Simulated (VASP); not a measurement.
# Mg (Fm-3m) in VASP: single point with PBE

Aim: the single point of Mg with PBE.

All numbers are computed with VASP 6.6.1; they aren't measurements. Logs are shortened: lines on timing, memory, paths and dates and some standing lists are left out, and cuts for length are marked.

## 1. The cell of the first run

Symmetry: Fm-3m, No. 225, cubic system. Conventional cell: a = 4.531 Å, b = 4.531 Å, c = 4.531 Å, α = 90.00°, β = 90.00°, γ = 90.00°. Within 4.2 Å of Mg (site symmetry m-3m) lie 12 Mg at 3.20 Å.

## 2. Single point, PBE

INCAR

```
SYSTEM = Mg
ALGO = Normal
EDIFF = 1E-6
ENCUT = 520
GGA = PE
ISIF = 2
ISMEAR = 0
LASPH = .TRUE.
LCHARG = .TRUE.
LELF = .TRUE.
LREAL = .FALSE.
LVHAR = .TRUE.
LWAVE = .FALSE.
NBANDS = 7
NELM = 80
PREC = Accurate
SIGMA = 0.05
```

KPOINTS

```
k-points
0
G
  8 8 8
  0 0 0
```

POSCAR

```
Mg
1.0
    0.0000000000      2.2656375687      2.2656375687
    2.2656375687      0.0000000000      2.2656375687
    2.2656375687      2.2656375687      0.0000000000
Mg
1
Direct
    0.0000000000      0.0000000000      0.0000000000
```

Potentials or basis: VASP PAW PBE potentials, release 64 (Mg).

Command:

```sh
> cat potpaw_PBE.64/Mg/POTCAR > POTCAR
> mpirun -np 1 vasp_std > vasp.out
```

OUTCAR:

```text
SYSTEM = Mg
   EDIFF = 1E-6
   ENCUT = 520
   GGA = PE
   ISIF = 2
   ISMEAR = 0
   LASPH = .TRUE.
   LREAL = .FALSE.
   NELM = 80
   PREC = Accurate

 ion  position               nearest neighbor table
   1  0.000  0.000  0.000-

  LATTYP: Found a face centered cubic cell.
 ALAT       =     4.5312751374

  Lattice vectors:

 A1 = (   0.0000000000,   2.2656375687,   2.2656375687)
 A2 = (   2.2656375687,   0.0000000000,   2.2656375687)
 A3 = (   2.2656375687,   2.2656375687,   0.0000000000)

Analysis of symmetry for initial positions (statically):
=====================================================================
 Subroutine PRICEL returns:
 Original cell was already a primitive cell.

 Routine SETGRP: Setting up the symmetry group for a
 face centered cubic supercell.

 Subroutine GETGRP returns: Found 48 space group operations
 (whereof 48 operations were pure point group operations)
 out of a pool of 48 trial point group operations.

The static configuration has the point symmetry O_h .

Analysis of symmetry for dynamics (positions and initial velocities):
=====================================================================
 Subroutine PRICEL returns:
 Original cell was already a primitive cell.

 Routine SETGRP: Setting up the symmetry group for a
 face centered cubic supercell.

 Subroutine GETGRP returns: Found 48 space group operations
 (whereof 48 operations were pure point group operations)
 out of a pool of 48 trial point group operations.

The dynamic configuration has the point symmetry O_h .

 Subroutine INISYM returns: Found 48 space group operations
 (whereof 48 operations are pure point group operations),
 and found     1 'primitive' translations

----------------------------------------------------------------------------------------

                                     Primitive cell

  volume of cell :      23.2596

  direct lattice vectors                    reciprocal lattice vectors
     0.000000000  2.265637569  2.265637569    -0.220688431  0.220688431  0.220688431
     2.265637569  0.000000000  2.265637569     0.220688431 -0.220688431  0.220688431
     2.265637569  2.265637569  0.000000000     0.220688431  0.220688431 -0.220688431

  length of vectors
     3.204095377  3.204095377  3.204095377     0.382243575  0.382243575  0.382243575

  position of ions in fractional coordinates (direct lattice)
     0.000000000  0.000000000  0.000000000

  ion indices of the primitive-cell ions
   primitive index   ion index
[... 69 lines left out ...]
   LSORBIT =      F    spin-orbit coupling
   LASPH  =      T    aspherical Exc in radial PAW
   ENCUT  =  520.0 eV  38.22 Ry    6.18 a.u.   5.96  5.96  5.96*2*pi/ulx,y,z
   NELM   =     80;   NELMIN=  2; NELMDL= -5     # of ELM steps
   EDIFF  = 0.1E-05   stopping-criterion for ELM
   LREAL  =      F    real-space projection
   EDIFFG = 0.1E-04   stopping-criterion for IOM
   NSW    =      0    number of steps for IOM
   IBRION =     -1    ionic relax: 0-MD 1-quasi-New 2-CG
   NFREE  =      0    steps in history (QN), initial steepest desc. (CG)
   ISIF   =      2    stress and relaxation
   ISYM   =      2    0-nonsym 1-usesym 2-fastsym
   POTIM  = 0.5000    time-step for ionic-motion
   TEBEG  =    0.0;   TEEND  =   0.0 temperature during run
   PSTRESS=    0.0 pullay stress
   NELECT =       2.0000    total number of electrons
   NUPDOWN=      -1.0000    fix difference up-down
   EMIN   =  10.00;   EMAX   =-10.00  energy-range for DOS
   EFERMI =   0.00;   METHOD = LEGACY
   ISMEAR =     0;   SIGMA  =   0.05  broadening in eV -4-tet -1-fermi 0-gaus
   EFERMI_NEDOS =   21; number of points for ismear=-14 and -15
   IALGO  =     38    algorithm
   IMIX   =      4    mixing-type and parameters
     AMIX     =   0.40;   BMIX     =  1.00
     AMIX_MAG =   1.60;   BMIX_MAG =  1.00
  volume/ion in A,a.u.               =      23.26       156.96
  Fermi-wavevector in a.u.,A,eV,Ry     =   0.722577  1.365473  7.103849  0.522118
  Thomas-Fermi vector in A             =   1.812575
   LORBIT       =      0    0 simple, 1 ext, 2 COOP (PROOUT), +10 PAW based schemes
   GGA     = PE    functional components
   LHFCALC =     F    Hartree Fock is set to
   AEXX    =    0.0000 exact exchange contribution
   IVDW    =     0    specifies the selected vdW correction
   LEPSILON=     F    determine dielectric tensor
   LRPA    =     F    only Hartree local field effects (RPA)
 non-spin polarized calculation
 Gauss-broadening in eV      SIGMA  =   0.05
  energy-cutoff  :      520.00
  volume of cell :       23.26
 maximum number of plane-waves:       638
   NGX = 11   NGY = 11   NGZ = 11

 number of electron       2.0000000 magnetization

 Free energy of the ion-electron system (eV)
  ---------------------------------------------------
  ext. energy  EPLUGINS =         0.00000000
  ---------------------------------------------------
  free energy    TOTEN  =        -1.49234303 eV

  energy without entropy =       -1.49088654  energy(sigma->0) =       -1.49161478

 E-fermi :   2.2644     XC(G=0):  -8.4510

 val. band max:        2.1943271546   @ k =  -0.3750   0.3750   0.1250
 cond. band min:       2.2877874646   @ k =   0.5000   0.1250   0.0000
 fundamental gap:      0.0934603100
 Fermi energy:         2.2644089115

 k-point     1 :       0.0000    0.0000    0.0000
  band No.  band energies     occupation
      1      -4.3105      2.00000
      2      14.8326      0.00000
      3      14.8326      0.00000
      4      14.8326      0.00000
      5      16.6947      0.00000
      6      16.6947      0.00000
      7      16.6947      0.00000
[... 221 lines left out ...]
 k-point    24 :      -0.3750    0.2500    0.1250
  band No.  band energies     occupation
      1       1.7117      2.00000
      2       2.1482      1.99899
      3       8.5231      0.00000
      4       9.3988      0.00000
      5      15.6368      0.00000
      6      15.7545      0.00000
      7      21.6100      0.00000

 [... further k-points ...]
[... 5 lines left out ...]
  --------------------------------------------------------------------------------------
  -------------------------------------------------------------------------------------
  Total       -0.0373830     -0.0373830     -0.0373830     -0.0000000      0.0000000      0.0000000
  in kB       -2.5750388     -2.5750388     -2.5750388     -0.0000000      0.0000000      0.0000000
  external PRESSURE =      -2.5750388 kB  Pullay stress =       0.0000000 kB

 VOLUME and BASIS-vectors are now :
 -----------------------------------------------------------------------------
  energy-cutoff  :      520.00
  volume of cell :       23.26
      direct lattice vectors                 reciprocal lattice vectors
     0.000000000  2.265637569  2.265637569    -0.220688431  0.220688431  0.220688431
     2.265637569  0.000000000  2.265637569     0.220688431 -0.220688431  0.220688431
     2.265637569  2.265637569  0.000000000     0.220688431  0.220688431 -0.220688431

 POSITION                                       TOTAL-FORCE (eV/Angst)
 -----------------------------------------------------------------------------------
      0.00000      0.00000      0.00000         0.000000     -0.000000      0.000000
 -----------------------------------------------------------------------------------
    total drift:                               -0.000000      0.000000      0.000000

  FREE ENERGIE OF THE ION-ELECTRON SYSTEM (eV)
  ---------------------------------------------------
  free  energy   TOTEN  =        -1.4923430263 eV

  energy  without entropy=       -1.4908865404  energy(sigma->0) =       -1.49161478
```

OSZICAR:

```text
N       E                     dE             d eps       ncg     rms          rms(c)
DAV:   1    -0.765534092064E+00   -0.76553E+00   -0.78577E+02   448   0.195E+02
DAV:   2    -0.149718022334E+01   -0.73165E+00   -0.73159E+00   518   0.117E+01
DAV:   3    -0.149947494859E+01   -0.22947E-02   -0.22947E-02   532   0.747E-01
DAV:   4    -0.149947733405E+01   -0.23855E-05   -0.23854E-05   602   0.191E-02
DAV:   5    -0.149947733858E+01   -0.45210E-08   -0.46214E-08   546   0.721E-04    0.650E-01
DAV:   6    -0.149612633546E+01    0.33510E-02   -0.42912E-04   518   0.127E-01    0.415E-01
DAV:   7    -0.149233646180E+01    0.37899E-02   -0.17859E-03   469   0.223E-01    0.240E-02
DAV:   8    -0.149234332636E+01   -0.68646E-05   -0.96082E-06   651   0.182E-02    0.522E-03
DAV:   9    -0.149234302629E+01    0.30007E-06   -0.64185E-07   553   0.320E-03
   1 F= -.14923430E+01 E0= -.14916148E+01  d E =-.145649E-02
```

It took 2.2 s on 1 thread of Intel Xeon 6975P-C (Granite Rapids), shared host; peak memory 0.13 GiB.

What came out:

```yaml
Free_energy: -1.4923 eV
Pressure: -0.3 GPa
Band_gap_on_the_k_mesh: zero (band 1 reaches 3.99 eV, above the bottom of band 2 at 1.27 eV)
```

Levels at points of the mesh, in eV from the Fermi level:
| k point | band 1 | band 2 | band 3 | band 4 | band 5 |
| --- | --- | --- | --- | --- | --- |
| (0.00, 0.00, 0.00) | -6.57 | 12.57 | 12.57 | 12.57 | 14.43 |
| (0.50, 0.00, 0.00) | -1.39 | -1.00 | 11.49 | 11.49 | 12.25 |
| (0.50, 0.50, 0.00) | 0.08 | 1.08 | 6.36 | 7.17 | 7.17 |
